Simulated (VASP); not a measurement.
# Rh (P6_3/mmc) in VASP: a series of runs

Rh is run at these levels: PBE; tasks: relaxation of cell and atoms, single point.

All numbers are computed with VASP 6.6.1; they aren't measurements. Logs are shortened: lines on timing, memory, paths and dates and some standing lists are left out, and cuts for length are marked.

## Step 1: The cell of the first run

The structure is hexagonal, space group P6_3/mmc (No. 194). Conventional cell: a = 2.720 Å, b = 2.720 Å, c = 4.398 Å, α = 90.00°, β = 90.00°, γ = 120.00°. Rh (site symmetry -6m2) has 12 Rh at 2.70 to 2.72 Å within 3.6 Å.

## Step 2: Relaxation of cell and atoms, PBE

File INCAR:

```
PREC = Accurate
ENCUT = 600
EDIFF = 1E-7
ISMEAR = 0
SIGMA = 0.1
LREAL = F
LASPH = T
NELM = 80
ALGO = Fast
ISIF = 3
LWAVE = F
LCHARG = F
GGA = PE
IBRION = 2
NSW = 100
EDIFFG = -0.005
```

File KPOINTS:

```
regular mesh
0
Gamma
  18 18 10
```

File POSCAR:

```
Rh
1.0
    2.7203725139      0.0000002926      0.0000000000
   -1.3601865103      2.3559115585      0.0000000000
    0.0000000000      0.0000000000      4.3983759072
Rh
2
Direct
    0.0000000000      0.0000000000      0.0000000000
    0.3333333333      0.6666666667      0.5000000000
```

Potentials or basis: VASP PAW PBE potentials, release 64 (Rh_pv).

Launch:

```bash
$ cat potpaw_PBE.64/Rh_pv/POTCAR > POTCAR
$ mpirun -np 1 vasp_std > vasp.out
```

OUTCAR:

```text
PREC = Accurate
   ENCUT = 600
   EDIFF = 1E-7
   ISMEAR = 0
   LREAL = F
   LASPH = T
   NELM = 80
   ISIF = 3
   GGA = PE
   IBRION = 2
   NSW = 100
   EDIFFG = -0.005

 ion  position               nearest neighbor table
   1  0.000  0.000  0.000-   2 2.70   2 2.70   2 2.70   2 2.70   2 2.70   2 2.70
   2  0.333  0.667  0.500-   1 2.70   1 2.70   1 2.70   1 2.70   1 2.70   1 2.70

  LATTYP: Found a hexagonal cell.
 ALAT       =     2.7203725139
 C/A-ratio  =     1.6168285353

  Lattice vectors:

 A1 = (   2.7203725139,   0.0000002926,   0.0000000000)
 A2 = (  -1.3601865103,   2.3559115585,   0.0000000000)
 A3 = (   0.0000000000,   0.0000000000,   4.3983759072)

Analysis of symmetry for initial positions (statically):
=====================================================================
 Subroutine PRICEL returns:
 Original cell was already a primitive cell.

 Routine SETGRP: Setting up the symmetry group for a
 hexagonal supercell.

 Subroutine GETGRP returns: Found 24 space group operations
 (whereof 12 operations were pure point group operations)
 out of a pool of 24 trial point group operations.

The static configuration has the point symmetry D_3h.
 The point group associated with its full space group is D_6h.

Analysis of symmetry for dynamics (positions and initial velocities):
=====================================================================
 Subroutine PRICEL returns:
 Original cell was already a primitive cell.

 Routine SETGRP: Setting up the symmetry group for a
 hexagonal supercell.

 Subroutine GETGRP returns: Found 24 space group operations
 (whereof 12 operations were pure point group operations)
 out of a pool of 24 trial point group operations.

The dynamic configuration has the point symmetry D_3h.
 The point group associated with its full space group is D_6h.

 Subroutine INISYM returns: Found 24 space group operations
 (whereof 12 operations are pure point group operations),
 and found     1 'primitive' translations

----------------------------------------------------------------------------------------

                                     Primitive cell

  volume of cell :      28.1890

  direct lattice vectors                    reciprocal lattice vectors
     2.720372514  0.000000293  0.000000000     0.367596692  0.212232102  0.000000000
    -1.360186510  2.355911558  0.000000000    -0.000000046  0.424464125  0.000000000
     0.000000000  0.000000000  4.398375907     0.000000000  0.000000000  0.227356647

[... 89 lines left out ...]
   ISIF   =      3    stress and relaxation
   ISYM   =      2    0-nonsym 1-usesym 2-fastsym
   POTIM  = 0.5000    time-step for ionic-motion
   TEBEG  =    0.0;   TEEND  =   0.0 temperature during run
   PSTRESS=    0.0 pullay stress
   NELECT =      30.0000    total number of electrons
   NUPDOWN=      -1.0000    fix difference up-down
   EMIN   =  10.00;   EMAX   =-10.00  energy-range for DOS
   EFERMI =   0.00;   METHOD = LEGACY
   ISMEAR =     0;   SIGMA  =   0.10  broadening in eV -4-tet -1-fermi 0-gaus
   EFERMI_NEDOS =   21; number of points for ismear=-14 and -15
   IALGO  =     68    algorithm
   IMIX   =      4    mixing-type and parameters
     AMIX     =   0.40;   BMIX     =  1.00
     AMIX_MAG =   1.60;   BMIX_MAG =  1.00
  volume/ion in A,a.u.               =      14.09        95.11
  Fermi-wavevector in a.u.,A,eV,Ry     =   1.671432  3.158548 38.010384  2.793684
  Thomas-Fermi vector in A             =   2.756755
   LORBIT       =      0    0 simple, 1 ext, 2 COOP (PROOUT), +10 PAW based schemes
   GGA     = PE    functional components
   LHFCALC =     F    Hartree Fock is set to
   AEXX    =    0.0000 exact exchange contribution
   IVDW    =     0    specifies the selected vdW correction
   LEPSILON=     F    determine dielectric tensor
   LRPA    =     F    only Hartree local field effects (RPA)
 conjugate gradient relaxation of ions
 non-spin polarized calculation
 RMM-DIIS sequential band-by-band and
 Gauss-broadening in eV      SIGMA  =   0.10
  energy-cutoff  :      600.00
  volume of cell :       28.19
 maximum number of plane-waves:       968
 NGX is ok and might be reduce to    24

--------------------------------------- Ionic step        1  -------------------------------------------

 number of electron      30.0000001 magnetization

 Free energy of the ion-electron system (eV)
  ---------------------------------------------------
  ext. energy  EPLUGINS =         0.00000000
  ---------------------------------------------------
  free energy    TOTEN  =       -14.45088307 eV

  energy without entropy =      -14.43384590  energy(sigma->0) =      -14.44236448

------------------------ aborting loop because EDIFF is reached ----------------------------------------

  FORCE on cell =-STRESS in cart. coord.  units (eV):
  Direction    XX          YY          ZZ          XY          YZ          ZX
  --------------------------------------------------------------------------------------
  -------------------------------------------------------------------------------------
  Total        0.0595012      0.0595012     -0.1480516      0.0000000      0.0000000      0.0000000
  in kB        3.3818699      3.3818699     -8.4148027      0.0000000      0.0000000      0.0000000
  external PRESSURE =      -0.5503543 kB  Pullay stress =       0.0000000 kB
[... 167 lines left out ...]
--------------------------------------- Ionic step        6  -------------------------------------------

 number of electron      30.0000003 magnetization

 Free energy of the ion-electron system (eV)
  ---------------------------------------------------
  ext. energy  EPLUGINS =         0.00000000
  ---------------------------------------------------
  free energy    TOTEN  =       -14.45120388 eV

  energy without entropy =      -14.43442698  energy(sigma->0) =      -14.44281543

 E-fermi :  11.5568     XC(G=0): -13.8718

 val. band max:       11.5562914532   @ k =   0.0000   0.0000   0.3000
 cond. band min:      11.5586077598   @ k =   0.2222   0.0556   0.4000
 fundamental gap:      0.0023163065
 Fermi energy:        11.5567751660

 k-point     1 :       0.0000    0.0000    0.0000
  band No.  band energies     occupation
      1     -35.5723      2.00000
      2     -34.9580      2.00000
      3     -34.9580      2.00000
      4     -34.8759      2.00000
      5     -34.8564      2.00000
      6     -34.8564      2.00000
[... 505 lines left out ...]
      6     -34.9773      2.00000
[... 11 lines left out ...]
     18      17.8229      0.00000
     19      21.7524      0.00000

 [... further k-points ...]
[... 5 lines left out ...]
  --------------------------------------------------------------------------------------
  -------------------------------------------------------------------------------------
  Total       -0.0037831     -0.0037831     -0.0017594     -0.0000000      0.0000000      0.0000000
  in kB       -0.2150689     -0.2150689     -0.1000198     -0.0000000      0.0000000      0.0000000
  external PRESSURE =      -0.1767192 kB  Pullay stress =       0.0000000 kB
[... 17 lines left out ...]
  FREE ENERGIE OF THE ION-ELECTRON SYSTEM (eV)
  ---------------------------------------------------
  free  energy   TOTEN  =       -14.4512038811 eV

  energy  without entropy=      -14.4344269795  energy(sigma->0) =      -14.44281543

 reached required accuracy - stopping structural energy minimisation
```

CONTCAR:

```text
Rh
   1.00000000000000
     2.7243781219457559    0.0000002930309217   -0.0000000000000000
    -1.3621893146958508    2.3593805166097921   -0.0000000000000000
     0.0000000000000000    0.0000000000000000    4.3845090261475681
  Rh
     2
Direct
     0.0000000000000000    1.0000000000000000    0.0000000000000000
     0.3333333332999970    0.6666666667000030    0.5000000000000000

  0.00000000E+00  0.00000000E+00  0.00000000E+00
  0.00000000E+00  0.00000000E+00  0.00000000E+00
```

Run time: 5.6 min. Hardware: 1 thread of Intel Xeon Platinum 8259CL at 2.50GHz (Skylake/Cascade Lake), shared host; peak memory 0.25 GiB.

Results:

```yaml
Free_energy: -14.4512 eV
Relaxed_volume: 14.09 Å³/atom
Relaxed_cell: a = 2.724 Å, b = 2.724 Å, c = 4.385 Å, α = 90.00°, β = 90.00°, γ = 120.00°
Space_group_after_relaxing_to_0.05_Å: P6_3/mmc (No. 194)
Energy_gained_by_relaxing: 0.2 meV/atom
Ionic_steps: 6
Pressure_after_relaxing: 0.0 GPa
Band_gap_on_the_k_mesh: zero (band 15 reaches 12.16 eV, above the bottom of band 16 at 9.84 eV)
```

The path:
| step | energy change (eV) | largest force (eV/Å) | pressure (GPa) | volume (Å³) |
| --- | --- | --- | --- | --- |
| 1 | 0.0000 | 0.0000 | -0.06 | 28.19 |
| 2 | -0.0003 | 0.0000 | 0.14 | 28.17 |
| 3 | -0.0003 | 0.0000 | 0.10 | 28.17 |
| 4 | -0.0003 | 0.0000 | 0.12 | 28.17 |
| 5 | -0.0003 | 0.0000 | -0.25 | 28.21 |
| 6 | -0.0003 | 0.0000 | -0.02 | 28.18 |

Final structure:
```cif
data_structure
_symmetry_space_group_name_H-M 'P 1'
_symmetry_Int_Tables_number 1
_cell_length_a 2.7244
_cell_length_b 2.7244
_cell_length_c 4.3845
_cell_angle_alpha 90.000
_cell_angle_beta 90.000
_cell_angle_gamma 120.000
_cell_volume 28.18
loop_
_atom_site_label
_atom_site_type_symbol
_atom_site_fract_x
_atom_site_fract_y
_atom_site_fract_z
_atom_site_occupancy
Rh1 Rh 0.00000 0.00000 0.00000 1
Rh2 Rh 0.33333 0.66667 0.50000 1
```

## Step 3: Single point, PBE

This run uses another cell than the first one: it holds 6 atoms, not 2.

File INCAR:

```
SYSTEM = Rh
ALGO = Fast
EDIFF = 1E-6
ENCUT = 520
GGA = PE
ISIF = 2
ISMEAR = 0
LASPH = .TRUE.
LCHARG = .FALSE.
LREAL = .FALSE.
LWAVE = .FALSE.
NBANDS = 54
NELM = 80
PREC = Accurate
SIGMA = 0.1
```

File KPOINTS:

```
k-points
0
G
  18 18 4
  0 0 0
```

File POSCAR:

```
Rh
1.0
    2.7093351104      0.0000000000      0.0000000000
   -1.3546675552      2.3463530330      0.0000000000
    0.0000000000      0.0000000000     13.2712056772
Rh
6
Direct
    0.0000000000      0.0000000000      0.0000000000
    0.3333333333      0.6666666667      0.1672708509
    0.6666666667      0.3333333333      0.3327291491
    0.0000000000      0.0000000000      0.5000000000
    0.6666666667      0.3333333333      0.6672708509
    0.3333333333      0.6666666667      0.8327291491
```

Potentials or basis: VASP PAW PBE potentials, release 64 (Rh_pv).

Launch:

```bash
$ cat potpaw_PBE.64/Rh_pv/POTCAR > POTCAR
$ mpirun -np 1 vasp_std > vasp.out
```

Run time: 10 min. Hardware: 1 thread of Oxide Virtual Turin-like, shared host; peak memory 0.4 GiB.

The run converged. Its results:

| Quantity | Value |
| --- | --- |
| Free energy | -43.4961 eV |
| Pressure | 0.1 GPa |
| Band gap on the k mesh | zero (band 45 reaches 12.17 eV, above the bottom of band 46 at 10.10 eV) |

Levels at points of the mesh, in eV from the Fermi level:
```csv
k point,band 40,band 41,band 42,band 43,band 44,band 45,band 46,band 47,band 48,band 49
"(0.00, 0.00, 0.00)",-1.94,-1.91,-1.22,-1.22,-1.21,-1.21,-0.81,-0.81,-0.29,-0.29
"(0.50, 0.00, 0.00)",-0.10,-0.05,0.51,0.53,0.58,0.59,0.71,0.80,0.85,1.83
"(0.00, 0.00, 0.50)",-2.66,-1.19,-1.19,-1.19,-1.19,-0.65,-0.65,-0.65,-0.65,-0.21
"(0.50, 0.00, 0.50)",0.25,0.54,0.54,0.60,0.60,0.65,0.65,0.81,0.81,1.79
```

## Step 4: Relaxation of cell and atoms, PBE

This run uses another cell than the first one: it holds 4 atoms, not 2.

File INCAR:

```
SYSTEM = Rh
PREC     = Accurate       ! precision mode
ENCUT    = 600            ! plane-wave cutoff, eV
EDIFF    = 1E-6           ! SCF threshold, eV
ISMEAR   = 0              ! smearing method
SIGMA    = 0.1            ! smearing width, eV
LREAL    = .False.        ! projectors in reciprocal space
LASPH    = .True.         ! aspherical terms in the spheres
NELM     = 60             ! most SCF steps
ALGO     = Fast           ! electronic algorithm
ISIF     = 3              ! what is computed and relaxed
LWAVE    = .False.        ! write WAVECAR
LCHARG   = .False.        ! write CHGCAR
GGA      = PE             ! functional
IBRION   = 2              ! ionic algorithm
NSW      = 65             ! ionic steps
EDIFFG   = -0.01          ! ionic threshold
```

File KPOINTS:

```
Automatic mesh
0
Gamma
  18 18 5
  0 0 0
```

File POSCAR:

```
Rh
1.0
    2.7247816576      0.0000000000      0.0000000000
   -1.3623908288      2.3597301353      0.0000000000
    0.0000000000      0.0000000000      8.7699933590
Rh
4
Direct
    0.0000000000      0.0000000000      0.0000000000
    0.3333333333      0.6666666667      0.2500000000
    0.0000000000      0.0000000000      0.5000000000
    0.6666666667      0.3333333333      0.7500000000
```

Launch:

```bash
$ cat potpaw_PBE.64/Rh_pv/POTCAR > POTCAR
$ mpirun -np 1 vasp_std > vasp.out
```

Wall time 22 min (1 thread of Oxide Virtual Turin-like, shared host); peak memory 0.3 GiB.

It converged, with:

```
Free energy                            : -28.9741 eV
Relaxed volume                         : 14.06 Å³/atom
Relaxed cell                           : a = 2.711 Å, b = 2.711 Å, c = 8.836 Å, α = 90.00°, β = 90.00°, γ = 120.00°
Space group after relaxing (to 0.05 Å) : P6_3/mmc (No. 194)
Energy gained by relaxing              : 1.5 meV/atom
Ionic steps                            : 5
Pressure after relaxing                : 0.0 GPa
Band gap on the k mesh                 : zero (band 30 reaches 12.30 eV, above the bottom of band 31 at 10.43 eV)
```

Step by step:
| step | energy change (eV) | largest force (eV/Å) | pressure (GPa) | volume (Å³) |
| --- | --- | --- | --- | --- |
| 1 | 0.0000 | 0.0000 | -0.50 | 56.39 |
| 2 | -0.0045 | 0.0000 | 1.13 | 56.02 |
| 3 | -0.0058 | 0.0000 | 0.55 | 56.14 |
| 4 | -0.0052 | 0.0000 | -0.97 | 56.48 |
| 5 | -0.0060 | 0.0000 | 0.04 | 56.26 |

Final structure:
```
Rh
1.0
     2.71143    0.00000    0.00000
    -1.35571    2.34816    0.00000
     0.00000    0.00000    8.83586
Rh
4
Direct
  0.00000 0.00000 0.00000
  0.33333 0.66667 0.25000
  0.00000 0.00000 0.50000
  0.66667 0.33333 0.75000
```

Levels at points of the mesh, in eV from the Fermi level:
| k point | band 26 | band 27 | band 28 | band 29 | band 30 | band 31 | band 32 | band 33 |
| --- | --- | --- | --- | --- | --- | --- | --- | --- |
| (0.00, 0.00, 0.00) | -2.55 | -2.55 | -1.41 | -1.41 | -0.85 | -0.85 | -0.35 | -0.35 |
| (0.50, 0.00, 0.00) | 0.50 | 0.51 | 0.56 | 0.61 | 0.78 | 0.79 | 0.82 | 1.24 |

## Step 5: Overview

| task | cell | k mesh | cutoff (eV) | gap on the mesh (eV) | pressure (GPa) | relaxed volume (Å³/atom) |
| --- | --- | --- | --- | --- | --- | --- |
| relaxation of cell and atoms | relaxed from a = 2.720, b = 2.720, c = 4.398 Å, angles 90.0, 90.0, 120.0°, 2 atoms | 18 × 18 × 10 | 600 | none | 0.0 | 14.09 |
| single point | a = 2.709, b = 2.709, c = 13.271 Å, angles 90.0, 90.0, 120.0°, 6 atoms | 18 × 18 × 4 | 520 | none | 0.1 | - |
| relaxation of cell and atoms | relaxed from a = 2.725, b = 2.725, c = 8.770 Å, angles 90.0, 90.0, 120.0°, 4 atoms | 18 × 18 × 5 | 600 | none | 0.0 | 14.06 |

Alike in all rows: level PBE; potentials or basis VASP PAW PBE potentials, release 64 (Rh_pv); no spin polarisation; smearing gaussian 0.1 eV.

Total energies depend on the potentials used, so only differences within one code and one set of settings carry meaning.
